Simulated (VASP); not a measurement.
# Hg (Pm-3n) in VASP: further runs

Runs on Hg. Level: BLYP. Tasks: single point, relaxation of cell and atoms.

Program: VASP 6.6.1. These are calculated values, not measurements. Logs are shortened: lines on timing, memory, paths and dates and some standing lists are left out, and cuts for length are marked.

## 1. The cell of the first run

Symmetry: Pm-3n, No. 223, cubic system. The conventional cell has a = 10.445 Å, b = 10.445 Å, c = 10.445 Å, α = 90.00°, β = 90.00°, γ = 90.00°.

## 2. Single point, BLYP

INCAR reads:

```
SYSTEM = Hg
AGGAC = 1.0 ; AGGAX = 1.0
ALDAC = 0.0 ; ALDAX = 1.0
ALGO = Normal ; EDIFF = 1E-6
ENCUT = 520 ; GGA = B5
ISIF = 2 ; ISMEAR = -1
LASPH = .True. ; LCHARG = .False.
LREAL = .False. ; LWAVE = .False.
NBANDS = 58 ; NELM = 80
PREC = Accurate ; SIGMA = 0.1
```

KPOINTS reads:

```
k-points
0
Gamma
  5 5 5
  0 0 0
```

POSCAR reads:

```
Hg
1.0
   10.4445774756      0.0000000000      0.0000000000
    0.0000000000     10.4445774756      0.0000000000
    0.0000000000      0.0000000000     10.4445774756
Hg
8
Direct
    1.0000000000      0.0000000000      1.0000000000
    0.5000000000      0.5000000000      0.5000000000
    0.2500000000      1.0000000000      0.5000000000
    0.7500000000      1.0000000000      0.5000000000
    0.5000000000      0.2500000000      0.0000000000
    0.5000000000      0.7500000000      1.0000000000
    0.0000000000      0.5000000000      0.2500000000
    1.0000000000      0.5000000000      0.7500000000
```

Potentials or basis: VASP PAW PBE potentials, release 64 (Hg).

Run with:

```console
$ cat potpaw_PBE.64/Hg/POTCAR > POTCAR
$ mpirun -np 1 vasp_std > vasp.out
```

OUTCAR:

```text
SYSTEM = Hg
   EDIFF = 1E-6
   ENCUT = 520
   GGA = B5
   ISIF = 2
   ISMEAR = -1
   LASPH = .True.
   LREAL = .False.
   NELM = 80
   PREC = Accurate

 ion  position               nearest neighbor table
   1  0.000  0.000  0.000-
   2  0.500  0.500  0.500-
   3  0.250  0.000  0.500-
   4  0.750  0.000  0.500-
   5  0.500  0.250  0.000-
   6  0.500  0.750  0.000-
   7  0.000  0.500  0.250-
   8  0.000  0.500  0.750-

  LATTYP: Found a simple cubic cell.
 ALAT       =    10.4445774756

  Lattice vectors:

 A1 = (  10.4445774756,   0.0000000000,   0.0000000000)
 A2 = (   0.0000000000,  10.4445774756,   0.0000000000)
 A3 = (   0.0000000000,   0.0000000000,  10.4445774756)

Analysis of symmetry for initial positions (statically):
=====================================================================
 Subroutine PRICEL returns:
 Original cell was already a primitive cell.

 Routine SETGRP: Setting up the symmetry group for a
 simple cubic supercell.

 Subroutine GETGRP returns: Found 48 space group operations
 (whereof 24 operations were pure point group operations)
 out of a pool of 48 trial point group operations.

The static configuration has the point symmetry T_h .
 The point group associated with its full space group is O_h .

Analysis of symmetry for dynamics (positions and initial velocities):
=====================================================================
 Subroutine PRICEL returns:
 Original cell was already a primitive cell.

 Routine SETGRP: Setting up the symmetry group for a
 simple cubic supercell.

 Subroutine GETGRP returns: Found 48 space group operations
 (whereof 24 operations were pure point group operations)
 out of a pool of 48 trial point group operations.

The dynamic configuration has the point symmetry T_h .
 The point group associated with its full space group is O_h .

 Subroutine INISYM returns: Found 48 space group operations
 (whereof 24 operations are pure point group operations),
 and found     1 'primitive' translations

----------------------------------------------------------------------------------------

                                     Primitive cell

  volume of cell :    1139.3906

  direct lattice vectors                    reciprocal lattice vectors
    10.444577476  0.000000000  0.000000000     0.095743461  0.000000000  0.000000000
     0.000000000 10.444577476  0.000000000     0.000000000  0.095743461  0.000000000
     0.000000000  0.000000000 10.444577476     0.000000000  0.000000000  0.095743461

  length of vectors
    10.444577476 10.444577476 10.444577476     0.095743461  0.095743461  0.095743461

  position of ions in fractional coordinates (direct lattice)
     0.000000000  0.000000000  0.000000000
     0.500000000  0.500000000  0.500000000
     0.250000000  0.000000000  0.500000000
     0.750000000  0.000000000  0.500000000
     0.500000000  0.250000000  0.000000000
     0.500000000  0.750000000  0.000000000
     0.000000000  0.500000000  0.250000000
     0.000000000  0.500000000  0.750000000

  ion indices of the primitive-cell ions
   primitive index   ion index
                 1           1
                 2           2
                 3           3
                 4           4
                 5           5
                 6           6
                 7           7
                 8           8

----------------------------------------------------------------------------------------

 KPOINTS: k-points

Automatic generation of k-mesh.
 Grid dimensions read from file:
 generate k-points for:    5    5    5

 Generating k-lattice:

  Cartesian coordinates                     Fractional coordinates (reciprocal lattice)
     0.019148692  0.000000000  0.000000000     0.200000000  0.000000000  0.000000000
     0.000000000  0.019148692  0.000000000     0.000000000  0.200000000  0.000000000
     0.000000000  0.000000000  0.019148692     0.000000000  0.000000000  0.200000000

  Length of vectors
     0.019148692  0.019148692  0.019148692

  Shift w.r.t. Gamma in fractional coordinates (k-lattice)
     0.000000000  0.000000000  0.000000000

 Subroutine IBZKPT returns following result:
 ===========================================

 Found     10 irreducible k-points:

 Following reciprocal coordinates:
            Coordinates               Weight
  0.000000  0.000000  0.000000      1.000000
  0.200000  0.000000  0.000000      6.000000
  0.400000  0.000000  0.000000      6.000000
  0.200000  0.200000  0.000000     12.000000
  0.400000  0.200000  0.000000     24.000000
  0.400000  0.400000  0.000000     12.000000
  0.200000  0.200000  0.200000      8.000000
  0.400000  0.200000  0.200000     24.000000
  0.400000  0.400000  0.200000     24.000000
  0.400000  0.400000  0.400000      8.000000
   k-points           NKPTS =     10   k-points in BZ     NKDIM =     10   number of bands    NBANDS=     58
   number of dos      NEDOS =    301   number of ions     NIONS =      8
   total plane-waves  NPLWV = 512000
   dimension x,y,z NGX =    80 NGY =   80 NGZ =   80
   dimension x,y,z NGXF=   160 NGYF=  160 NGZF=  160
   ions per type =               8
   NGX,Y,Z   is equivalent  to a cutoff of  12.73, 12.73, 12.73 a.u.
   NGXF,Y,Z  is equivalent  to a cutoff of  25.47, 25.47, 25.47 a.u.
 SYSTEM =  Hg
   PREC   = accura    normal or accurate (medium, high low for compatibility)
   ISTART =      0    job   : 0-new  1-cont  2-samecut
   ICHARG =      2    charge: 1-file 2-atom 10-const
   ISPIN  =      1    spin polarized calculation?
   LNONCOLLINEAR =      F non collinear calculations
   LSORBIT =      F    spin-orbit coupling
   LASPH  =      T    aspherical Exc in radial PAW
   ENCUT  =  520.0 eV  38.22 Ry    6.18 a.u.  19.42 19.42 19.42*2*pi/ulx,y,z
   NELM   =     80;   NELMIN=  2; NELMDL= -5     # of ELM steps
   EDIFF  = 0.1E-05   stopping-criterion for ELM
   LREAL  =      F    real-space projection
[... 7 lines left out ...]
   TEBEG  =    0.0;   TEEND  =   0.0 temperature during run
   PSTRESS=    0.0 pullay stress
   NELECT =      96.0000    total number of electrons
   NUPDOWN=      -1.0000    fix difference up-down
   EMIN   =  10.00;   EMAX   =-10.00  energy-range for DOS
   EFERMI =   0.00;   METHOD = LEGACY
   ISMEAR =    -1;   SIGMA  =   0.10  broadening in eV -4-tet -1-fermi 0-gaus
   EFERMI_NEDOS =   21; number of points for ismear=-14 and -15
   IALGO  =     38    algorithm
   IMIX   =      4    mixing-type and parameters
     AMIX     =   0.40;   BMIX     =  1.00
     AMIX_MAG =   1.60;   BMIX_MAG =  1.00
  volume/ion in A,a.u.               =     142.42       961.12
  Fermi-wavevector in a.u.,A,eV,Ry     =   0.717697  1.356250  7.008208  0.515089
  Thomas-Fermi vector in A             =   1.806444
   LORBIT       =      0    0 simple, 1 ext, 2 COOP (PROOUT), +10 PAW based schemes
   GGA     = B5    functional components
   LHFCALC =     F    Hartree Fock is set to
   AEXX    =    0.0000 exact exchange contribution
   IVDW    =     0    specifies the selected vdW correction
   LEPSILON=     F    determine dielectric tensor
   LRPA    =     F    only Hartree local field effects (RPA)
 non-spin polarized calculation
  energy-cutoff  :      520.00
  volume of cell :     1139.39
 maximum number of plane-waves:     30839
 NGX is ok and might be reduce to    80
   NGX = 39   NGY = 39   NGZ = 39

 number of electron      95.9999981 magnetization

 Free energy of the ion-electron system (eV)
  ---------------------------------------------------
  ext. energy  EPLUGINS =         0.00000000
  ---------------------------------------------------
  free energy    TOTEN  =        -0.13080742 eV

  energy without entropy =       -0.13080742  energy(sigma->0) =       -0.13080742

 E-fermi :  -3.0716     XC(G=0):  -3.5250

 val. band max:       -5.4866639034   @ k =   0.4000   0.4000   0.0000
 cond. band min:      -0.7013087855   @ k =   0.0000   0.0000   0.0000
 fundamental gap:      4.7853551179
 Fermi energy:        -3.0716422472

 k-point     1 :       0.0000    0.0000    0.0000
  band No.  band energies     occupation
      1      -8.5731      2.00000
      2      -8.5725      2.00000
      3      -8.5725      2.00000
      4      -8.5634      2.00000
      5      -8.5634      2.00000
      6      -8.5634      2.00000
[... 50 lines left out ...]
     57      -0.0962      0.00000
     58       0.2616      0.00000

 k-point     2 :       0.2000    0.0000    0.0000
  band No.  band energies     occupation
      1      -8.5729      2.00000
      2      -8.5725      2.00000
      3      -8.5698      2.00000
      4      -8.5641      2.00000
      5      -8.5631      2.00000
      6      -8.5630      2.00000
[... 50 lines left out ...]
     57       0.0655      0.00000
     58       0.2970      0.00000

 k-point     3 :       0.4000    0.0000    0.0000
  band No.  band energies     occupation
      1      -8.5727      2.00000
      2      -8.5726      2.00000
      3      -8.5646      2.00000
      4      -8.5643      2.00000
      5      -8.5624      2.00000
      6      -8.5624      2.00000
[... 362 lines left out ...]
      3      -8.5642      2.00000
      4      -8.5629      2.00000
      5      -8.5626      2.00000
      6      -8.5624      2.00000
[... 50 lines left out ...]
     57       0.1415      0.00000
     58       0.1786      0.00000

 k-point    10 :       0.4000    0.4000    0.4000
  band No.  band energies     occupation
      1      -8.5633      2.00000
      2      -8.5633      2.00000
      3      -8.5633      2.00000
      4      -8.5629      2.00000
      5      -8.5629      2.00000
      6      -8.5625      2.00000
[... 50 lines left out ...]
     57       0.3830      0.00000
     58       0.3844      0.00000

------------------------ aborting loop because EDIFF is reached ----------------------------------------

  FORCE on cell =-STRESS in cart. coord.  units (eV):
  Direction    XX          YY          ZZ          XY          YZ          ZX
  --------------------------------------------------------------------------------------
  -------------------------------------------------------------------------------------
  Total        0.1856886      0.1856886      0.1856886      0.0000000      0.0000000     -0.0000000
  in kB        0.2611098      0.2611098      0.2611098      0.0000000      0.0000000     -0.0000000
  external PRESSURE =       0.2611098 kB  Pullay stress =       0.0000000 kB

 VOLUME and BASIS-vectors are now :
 -----------------------------------------------------------------------------
  energy-cutoff  :      520.00
  volume of cell :     1139.39
      direct lattice vectors                 reciprocal lattice vectors
    10.444577476  0.000000000  0.000000000     0.095743461  0.000000000  0.000000000
     0.000000000 10.444577476  0.000000000     0.000000000  0.095743461  0.000000000
     0.000000000  0.000000000 10.444577476     0.000000000  0.000000000  0.095743461

 POSITION                                       TOTAL-FORCE (eV/Angst)
 -----------------------------------------------------------------------------------
      0.00000      0.00000      0.00000         0.000000      0.000000      0.000000
      5.22229      5.22229      5.22229         0.000000      0.000000      0.000000
      2.61114      0.00000      5.22229         0.000000      0.000000     -0.000000
      7.83343      0.00000      5.22229        -0.000000     -0.000000     -0.000000
      5.22229      2.61114      0.00000        -0.000000      0.000000      0.000000
      5.22229      7.83343      0.00000         0.000000     -0.000000     -0.000000
      0.00000      5.22229      2.61114         0.000000     -0.000000      0.000000
      0.00000      5.22229      7.83343        -0.000000      0.000000      0.000000
 -----------------------------------------------------------------------------------
    total drift:                               -0.000000     -0.000000      0.000000

  FREE ENERGIE OF THE ION-ELECTRON SYSTEM (eV)
  ---------------------------------------------------
  free  energy   TOTEN  =        -0.1308074229 eV

  energy  without entropy=       -0.1308074220  energy(sigma->0) =       -0.13080742
```

Wall time 12 min (1 thread of Intel Xeon Platinum 8259CL at 2.50GHz (Skylake/Cascade Lake), shared host); peak memory 1.1 GiB.

What came out:

```
Free energy            : -0.1308 eV
Pressure               : 0.0 GPa
Band gap on the k mesh : 4.79 eV
```

Levels at points of the mesh, in eV from the valence-band top:
```csv
k point,band 46,band 47,band 48,band 49,band 50,band 51
"(0.00, 0.00, 0.00)",0.00,0.00,0.00,4.79,4.79,4.79
```

Caveat: the atoms stand far beyond bonding distance; the PAW data sets were made with another functional, which shifts forces and pressure a little; spin-orbit coupling is left out, which moves the levels of the heavy elements; an odd mesh through Γ misses points on the zone boundary, where band edges can lie.

## 3. Relaxation of cell and atoms, BLYP

This run uses another cell than the first one, of 23.07 Å³/atom.

INCAR reads:

```
PREC = Accurate
ENCUT = 600
EDIFF = 1E-6
ISMEAR = -1
SIGMA = 0.1
LREAL = F
LASPH = T
NELM = 80
ALGO = Normal
ISIF = 3
LWAVE = F
LCHARG = F
GGA = B5
ALDAX = 1.0
AGGAX = 1.0
AGGAC = 1.0
ALDAC = 0.0
IBRION = 2
NSW = 80
EDIFFG = -0.01
```

KPOINTS reads:

```
regular mesh
0
Gamma
  5 5 5
```

POSCAR reads:

```
Hg
1.0
    5.6937108959      0.0000000000      0.0000000000
    0.0000000000      5.6937108959      0.0000000000
    0.0000000000      0.0000000000      5.6937108959
Hg
8
Direct
    0.0000000000      0.0000000000      0.0000000000
    0.5000000000      0.5000000000      0.5000000000
    0.2500000000      0.0000000000      0.5000000000
    0.7500000000      0.0000000000      0.5000000000
    0.5000000000      0.2500000000      0.0000000000
    0.5000000000      0.7500000000      0.0000000000
    0.0000000000      0.5000000000      0.2500000000
    0.0000000000      0.5000000000      0.7500000000
```

Potentials or basis: VASP PAW PBE potentials, release 64 (Hg).

Run with:

```console
$ cat potpaw_PBE.64/Hg/POTCAR > POTCAR
$ mpirun -np 1 vasp_std > vasp.out
```

OUTCAR:

```text
PREC = Accurate
   ENCUT = 600
   EDIFF = 1E-6
   ISMEAR = -1
   LREAL = F
   LASPH = T
   NELM = 80
   ISIF = 3
   GGA = B5
   IBRION = 2
   NSW = 80
   EDIFFG = -0.01

 ion  position               nearest neighbor table
   1  0.000  0.000  0.000-   3 3.18   4 3.18   5 3.18   6 3.18   7 3.18   8 3.18   3 3.18   4 3.18
                             7 3.18   8 3.18   5 3.18   6 3.18
   2  0.500  0.500  0.500-   3 3.18   4 3.18   5 3.18   6 3.18   7 3.18   8 3.18   5 3.18   6 3.18
                             3 3.18   4 3.18   7 3.18   8 3.18
   3  0.250  0.000  0.500-   4 2.85   4 2.85   1 3.18   1 3.18   2 3.18   2 3.18   8 3.49   7 3.49
                             8 3.49   7 3.49   6 3.49   5 3.49   5 3.49   6 3.49
   4  0.750  0.000  0.500-   3 2.85   3 2.85   1 3.18   1 3.18   2 3.18   2 3.18   8 3.49   7 3.49
                             8 3.49   7 3.49   6 3.49   5 3.49   5 3.49   6 3.49
   5  0.500  0.250  0.000-   6 2.85   6 2.85   1 3.18   2 3.18   2 3.18   1 3.18   8 3.49   7 3.49
                             7 3.49   8 3.49   3 3.49   4 3.49   3 3.49   4 3.49
[... 187 lines left out ...]
  ---------------------------------------------------
  free energy    TOTEN  =         4.34133864 eV

  energy without entropy =        4.42664654  energy(sigma->0) =        4.38399259

 E-fermi :   3.5497     XC(G=0): -10.3951

 val. band max:        3.4650402933   @ k =   0.4000   0.0000   0.0000
 cond. band min:       3.5748442418   @ k =   0.2000   0.2000   0.2000
 fundamental gap:      0.1098039485
 Fermi energy:         3.5496832162
[... 1414 lines left out ...]
--------------------------------------- Ionic step        6  -------------------------------------------

 number of electron      95.9999944 magnetization

 Free energy of the ion-electron system (eV)
  ---------------------------------------------------
  ext. energy  EPLUGINS =         0.00000000
  ---------------------------------------------------
  free energy    TOTEN  =         0.37538627 eV

  energy without entropy =        0.37538861  energy(sigma->0) =        0.37538744

 E-fermi :  -1.0432     XC(G=0):  -6.8047

 val. band max:       -2.4603484769   @ k =   0.2000   0.2000   0.2000
 cond. band min:       0.3037227877   @ k =   0.4000   0.0000   0.0000
 fundamental gap:      2.7640712646
 Fermi energy:        -1.0432448120
[... 633 lines left out ...]
  FREE ENERGIE OF THE ION-ELECTRON SYSTEM (eV)
  ---------------------------------------------------
  free  energy   TOTEN  =         0.3753862732 eV

  energy  without entropy=        0.3753886056  energy(sigma->0) =        0.37538744

 reached required accuracy - stopping structural energy minimisation
```

OSZICAR:

```text
N       E                     dE             d eps       ncg     rms          rms(c)
DAV:   1     0.941259518839E+03    0.94126E+03   -0.53165E+04  1140   0.185E+03
DAV:   2     0.419357010399E+02   -0.89932E+03   -0.86427E+03  1157   0.468E+02
DAV:   3     0.420789865979E+01   -0.37728E+02   -0.36550E+02  1308   0.992E+01
[... 59 lines left out ...]
DAV:   4     0.374777078025E+00    0.10110E-01   -0.78076E-03  1148   0.310E-01    0.277E-01
DAV:   5     0.375402985119E+00    0.62591E-03   -0.17249E-03  1221   0.180E-01    0.139E-02
DAV:   6     0.375387795828E+00   -0.15189E-04   -0.36187E-05  1158   0.225E-02    0.661E-03
DAV:   7     0.375386081292E+00   -0.17145E-05   -0.36289E-06   923   0.767E-03    0.276E-03
DAV:   8     0.375386273217E+00    0.19193E-06   -0.21891E-07   574   0.286E-03
   6 F= 0.37538627E+00 E0= 0.37538744E+00  d E =-.396595E+01
```

CONTCAR:

```text
Hg
   1.00000000000000
     7.3626436164415834   -0.0000000000000000    0.0000000000000000
     0.0000000000000000    7.3626436164415834    0.0000000000000000
     0.0000000000000000   -0.0000000000000000    7.3626436164415825
  Hg
     8
Direct
     0.0000000000000000    0.0000000000000000    0.0000000000000000
     0.5000000000000000    0.5000000000000000    0.5000000000000000
     0.2500000000000000    0.0000000000000000    0.5000000000000000
     0.7500000000000000    1.0000000000000000    0.5000000000000000
     0.5000000000000000    0.2500000000000000    0.0000000000000000
     0.5000000000000000    0.7500000000000000    1.0000000000000000
     1.0000000000000000    0.5000000000000000    0.2500000000000000
     0.0000000000000000    0.5000000000000000    0.7500000000000000

  0.00000000E+00  0.00000000E+00  0.00000000E+00
  0.00000000E+00  0.00000000E+00  0.00000000E+00
  0.00000000E+00  0.00000000E+00  0.00000000E+00
  0.00000000E+00  0.00000000E+00  0.00000000E+00
  0.00000000E+00  0.00000000E+00  0.00000000E+00
  0.00000000E+00  0.00000000E+00  0.00000000E+00
  0.00000000E+00  0.00000000E+00  0.00000000E+00
  0.00000000E+00  0.00000000E+00  0.00000000E+00
```

It took 7.5 min on 1 thread of Intel Xeon 6975P-C (Granite Rapids), shared host; peak memory 0.36 GiB.

Results:

| Item | Value |
| --- | --- |
| Free energy | 0.3754 eV |
| Relaxed volume | 49.89 Å³/atom |
| Relaxed cell | a = 7.363 Å, b = 7.363 Å, c = 7.363 Å, α = 90.00°, β = 90.00°, γ = 90.00° |
| Space group after relaxing (to 0.1 Å) | Pm-3n (No. 223) |
| Energy gained by relaxing | 495.7 meV/atom |
| Ionic steps | 6 |
| Pressure after relaxing | 0.0 GPa |
| Band gap on the k mesh | 2.76 eV (least direct gap 2.91 eV) |

Step by step:
| step | energy change (eV) | largest force (eV/Å) | pressure (GPa) | volume (Å³) |
| --- | --- | --- | --- | --- |
| 1 | 0.0000 | 0.0000 | 14.36 | 184.58 |
| 2 | -2.8847 | 0.0000 | 3.60 | 245.50 |
| 3 | -3.4543 | 0.0000 | 1.79 | 280.52 |
| 4 | -3.9265 | 0.0000 | 0.34 | 360.26 |
| 5 | -3.9631 | 0.0000 | 0.08 | 388.55 |
| 6 | -3.9660 | 0.0000 | 0.00 | 399.12 |

Final structure:
```
CELL_PARAMETERS angstrom
7.36264 0.00000 0.00000
0.00000 7.36264 0.00000
0.00000 0.00000 7.36264
ATOMIC_POSITIONS crystal
Hg 0.00000 0.00000 0.00000
Hg 0.50000 0.50000 0.50000
Hg 0.25000 0.00000 0.50000
Hg 0.75000 0.00000 0.50000
Hg 0.50000 0.25000 0.00000
Hg 0.50000 0.75000 0.00000
Hg 0.00000 0.50000 0.25000
Hg 0.00000 0.50000 0.75000
```

Caveat: the volume moved by over 15 % at a fixed basis, so the end points are rough; the PAW data sets were made with another functional, which shifts forces and pressure a little; spin-orbit coupling is left out, which moves the levels of the heavy elements; an odd mesh through Γ misses points on the zone boundary, where band edges can lie.
